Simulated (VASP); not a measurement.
Wanted: the native input for a VASP 6.6.1 run.

```yaml
Task: single point
Functional: LDA
Potentials_or_basis: VASP PAW LDA potentials, release 64 (Ru_pv, Os)
Cutoff: 520 eV
k_mesh: 10 × 10 × 6
Occupations: fermi-dirac, width 0.1 eV
Spin: no spin polarisation
Dipole_correction: no
Further_INCAR_settings: ALGO = Normal; EDIFF = 1e-07; NBANDS = 30
```

The structure of OsRu lies in POSCAR:

```
OsRu
1.0
    1.8542817373      3.2117101806      0.0000000000
   -1.8542817373      3.2117101806      0.0000000000
    0.0000000000      0.0000000000      5.2135891683
Ru Os
2 2
Direct
    0.0000000000      0.0000000000      0.0000000000
    0.0000000000      0.0000000000      0.5000000000
    0.3333333333      0.3333333333      0.2500000000
    0.6666666667      0.6666666667      0.7500000000
```

These files were run (other wordings do the same):

INCAR

```
SYSTEM = OsRu
PREC = Accurate
ENCUT = 520
EDIFF = 1E-7
ISMEAR = -1
SIGMA = 0.1
LREAL = .FALSE.
LASPH = .TRUE.
NELM = 100
ALGO = Normal
ISIF = 2
LWAVE = .FALSE.
LCHARG = .TRUE.
LELF = .TRUE.
LVHAR = .TRUE.
NBANDS = 30
```

KPOINTS

```
regular mesh
0
G
  10 10 6
  0 0 0
```

Potentials or basis: VASP PAW LDA potentials, release 64 (Ru_pv, Os).

The run is started by

```bash
$ cat potpaw_LDA.64/Ru_pv/POTCAR potpaw_LDA.64/Os/POTCAR > POTCAR
$ mpirun -np 1 vasp_std > vasp.out
```

It gave:

- Pressure: 6.1 GPa
- Band gap on the k mesh: zero (band 22 reaches 9.99 eV, above the bottom of band 23 at 8.67 eV)

Caveat: spin-orbit coupling is left out, which moves the levels of the heavy elements.

Run time: 66 s on 1 thread of Intel(R) Xeon(R) Platinum 8124M CPU @ 3.00GHz (Skylake/Cascade Lake) (shared host), peak memory 0.22 GiB.
